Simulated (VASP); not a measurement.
Write the native input for VASP 6.6.1 that does the following.

```
Task                   : relaxation of cell and atoms
Functional             : PBE
Potentials or basis    : VASP PAW PBE potentials, release 64 (B)
Cutoff                 : 600 eV
k mesh                 : 12 × 12 × 12
Occupations            : gaussian, width 0.1 eV
Spin                   : no spin polarisation
Dipole correction      : no
Further INCAR settings : ALGO = Normal; EDIFF = 1e-06; IBRION = 2; EDIFFG = -0.01; NSW = 100; ISIF = 3
```

The structure of B lies in POSCAR:

```
B
1.0
    3.3767171000      0.0000000000      0.0000000000
    0.0000000000      3.3767171000      0.0000000000
    0.0000000000      0.0000000000      3.3767171000
B
5
Direct
    0.5000000000      0.5000000000      0.5000000000
    0.0000000000      0.0000000000      0.0000000000
    0.5000000000      0.0000000000      0.0000000000
    0.0000000000      0.5000000000      0.0000000000
    0.0000000000      0.0000000000      0.5000000000
```

One way to write it, as run:

INCAR

```
SYSTEM = B
PREC = Accurate ; ENCUT = 600
EDIFF = 1E-6 ; ISMEAR = 0
SIGMA = 0.1 ; LREAL = .False.
LASPH = .True. ; NELM = 100
ALGO = Normal ; ISIF = 3
LWAVE = .False. ; LCHARG = .False.
GGA = PE ; IBRION = 2
NSW = 100 ; EDIFFG = -0.01
```

KPOINTS

```
Automatic mesh
0
Gamma
  12 12 12
  0 0 0
```

Potentials or basis: VASP PAW PBE potentials, release 64 (B).

The run is started by

```console
$ cat potpaw_PBE.64/B/POTCAR > POTCAR
$ mpirun -np 1 vasp_std > vasp.out
```

Results of the run:

```
Pressure after relaxing : 0.0 GPa
```

Caveat: the relaxation stopped at its first step, so nothing moved.

Wall time 55 s on 1 thread of AMD EPYC 7R43 64-Core Processor (Zen 3), with other jobs on the host, peak memory 0.13 GiB.
